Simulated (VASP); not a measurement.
Runs of VASP 6.6.1 on NaI. The structure is that of space group Fm-3m (No. 225), or close to it. The cells are those of the table. 

```csv
cell,gap on the mesh (eV),pressure (GPa)
"a = 4.577, b = 4.531 Å, angles 60.3, 60.7, 60.3°, 2 atoms",(a),0.4
"a = 4.577, b = 4.554 Å, angles 60.2, 60.3, 60.2°, 2 atoms",3.62,0.4
"a = 4.577, b = 4.588 Å, angles 59.9, 59.8, 59.9°, 2 atoms",3.63,0.4
"a = 4.577, b = 4.583 Å, angles 60.0°, 2 atoms",3.64,0.4
"a = 4.577, b = 4.606 Å, angles 59.8, 59.6, 59.8°, 2 atoms",3.61,0.4
"a = 4.577, b = 4.617 Å, angles 59.7, 59.4, 59.7°, 2 atoms",3.60,0.4
"a = 4.577, b = 4.611 Å, angles 59.8, 59.5, 59.8°, 2 atoms",3.61,0.4
"a = 4.577, b = 4.594 Å, angles 59.9, 59.8, 59.9°, 2 atoms",3.62,0.4
```

Alike in all rows: task single point; level PBE; potentials or basis VASP PAW PBE potentials, release 64 (Na_pv, I); no spin polarisation; k mesh 6 × 6 × 6; cutoff (eV) 520; smearing gaussian 0.05 eV.

Q: Estimate the missing entries.

A: (a) 3.59.

Caveats: spin-orbit coupling is left out, which moves the levels of the heavy elements.

A k mesh can miss the band edges, and the runs leave out spin-orbit coupling on I.
